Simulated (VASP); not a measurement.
HfN, 2 atoms in the cell. Symmetry: Pm-3m, No. 221, cubic system. The conventional cell has a = 2.825 Å, b = 2.825 Å, c = 2.825 Å, α = 90.00°, β = 90.00°, γ = 90.00°. Within 3.2 Å of Hf (site symmetry m-3m) lie 8 N at 2.45 Å and 6 Hf at 2.83 Å. N (site symmetry m-3m) has 8 Hf at 2.45 Å and 6 N at 2.83 Å within 3.2 Å. 

- Program: VASP 6.6.1
- Task: elastic constants
- Functional: PBEsol
- Potentials or basis: VASP PAW PBE potentials, release 64 (Hf_pv, N)
- Cutoff: 600 eV
- k mesh: 8 × 8 × 8
- Occupations: fermi-dirac, width 0.05 eV
- Spin: no spin polarisation
- Dipole correction: no
- Ions in elastic constants: relaxed
- Further INCAR settings: ALGO = Normal; EDIFF = 1e-08; IBRION = 6; POTIM = 0.015; NSW = 1; ISIF = 3

Potentials or basis: VASP PAW PBE potentials, release 64 (Hf_pv, N).

The run is started by

```bash
$ cat potpaw_PBE.64/Hf_pv/POTCAR potpaw_PBE.64/N/POTCAR > POTCAR
$ mpirun -np 1 vasp_std > vasp.out
```

Hardware: 1 thread of Intel(R) Xeon(R) 6975P-C (Granite Rapids), on a shared host.

How long does it take, and how much memory?

It took 100 s on 1 thread of Intel(R) Xeon(R) 6975P-C (Granite Rapids), on a shared host, peak memory 0.23 GiB. Counts: scf iterations 166, k points 35.
